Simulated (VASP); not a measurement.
Write the native input for VASP 6.6.1 that does the following.

- Task: relaxation of cell and atoms
- Functional: PBE
- Potentials or basis: VASP PAW PBE potentials, release 64 (W_sv, C)
- Cutoff: 600 eV
- k mesh: 6 × 6 × 4
- Occupations: gaussian, width 0.1 eV
- Spin: no spin polarisation
- Dipole correction: no
- Further INCAR settings: ALGO = Normal; EDIFF = 1e-06; IBRION = 2; EDIFFG = -0.04; NSW = 90; ISIF = 3

The structure of W3C2 lies in POSCAR:

```
W3C2
1.0
    4.2011334300      0.0000000000      0.0000000000
   -2.1005667200      3.6382882800      0.0000000000
    0.0000000000      0.0000000000      5.4564016800
W C
3 2
Direct
    0.0000000000      0.0000000000      0.8394102600
    0.0000000000      0.0000000000      0.1605897400
    0.0000000000      0.0000000000      0.5000000000
    0.3333333300      0.6666666700      0.5000000000
    0.6666666700      0.3333333300      0.5000000000
```

The cell was generated, and may not be a known phase.

The input as run:

INCAR

```
SYSTEM = W3C2
PREC = Accurate
ENCUT = 600
EDIFF = 1E-6
ISMEAR = 0
SIGMA = 0.1
LREAL = .False.
LASPH = .True.
NELM = 100
ALGO = Normal
ISIF = 3
LWAVE = .False.
LCHARG = .False.
GGA = PE
IBRION = 2
NSW = 90
EDIFFG = -0.04
```

KPOINTS

```
regular mesh
0
Gamma
  6 6 4
  0 0 0
```

Potentials or basis: VASP PAW PBE potentials, release 64 (W_sv, C).

Launch:

```sh
$ cat potpaw_PBE.64/W_sv/POTCAR potpaw_PBE.64/C/POTCAR > POTCAR
$ mpirun -np 1 vasp_std > vasp.out
```

It gave:

* Relaxed volume: 17.25 Å³/atom
* Relaxed cell: a = 3.587 Å, b = 3.587 Å, c = 7.743 Å, α = 90.00°, β = 90.00°, γ = 120.00°
* Space group after relaxing (to 0.1 Å): P6/mmm (No. 191)
* Pressure after relaxing: 0.1 GPa
* Largest force after relaxing: 0.010 eV/Å
* Band gap on the k mesh: zero (bands 25 and 26 overlap by 0.73 eV)

Caveat: a cell axis changed by over 15 % at a fixed basis, so the end point is rough; spin-orbit coupling is left out, which moves the levels of the heavy elements.

Wall time 11 min on 1 thread of Intel(R) Xeon(R) 6975P-C (Granite Rapids), on a shared host, peak memory 0.29 GiB.
